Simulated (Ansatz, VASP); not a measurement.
## One calculation of ScAl3, two programs

```xyz
8
Lattice="5.8250 0.0000 0.0000 -2.9125 5.0446 0.0000 0.0000 0.0000 4.7370" Properties=species:S:1:pos:R:3 pbc="T T T"
Sc    2.9125    1.6815    1.1842
Sc    0.0000    3.3631    3.5527
Al    4.4231    0.8094    3.5527
Al    1.4019    0.8094    3.5527
Al    2.9125    3.4259    3.5527
Al   -1.5106    4.2353    1.1842
Al    1.5106    4.2353    1.1842
Al    0.0000    1.6188    1.1842
```

Change from the starting cell: species swapped into the LiCd3 type (P6_3/mmc, No. 194).

Alike in both runs: functional PBE; k mesh 6 × 6 × 4; occupations gaussian, width 0.1 eV; no spin polarisation.

Ansatz relaxed the structure, and its values are those at the end. VASP's run is a single point on that final structure, the one shown.

|  | VASP | Ansatz |
| --- | --- | --- |
| version | VASP 6.6.1 | Ansatz 0.2.0 |
| potentials or method | VASP PAW PBE potentials, release 64 (Sc_sv, Al), cutoff 520 eV | scalar-relativistic, plane waves, PAW |
| valence electrons in the cell | 40 | 40 |

VASP gave:

* gap on the k mesh at the Fermi level (eV): none
* pressure (GPa): 0.1
* rms of the force components (eV/Å): 0.005

Task: What did Ansatz give for the same quantities?

Result: gap on the k mesh at the Fermi level (eV): none; pressure (GPa): 0.1; rms of the force components (eV/Å): 0.003.

A gap of «none» marks a metal or a gap that the smearing closes.
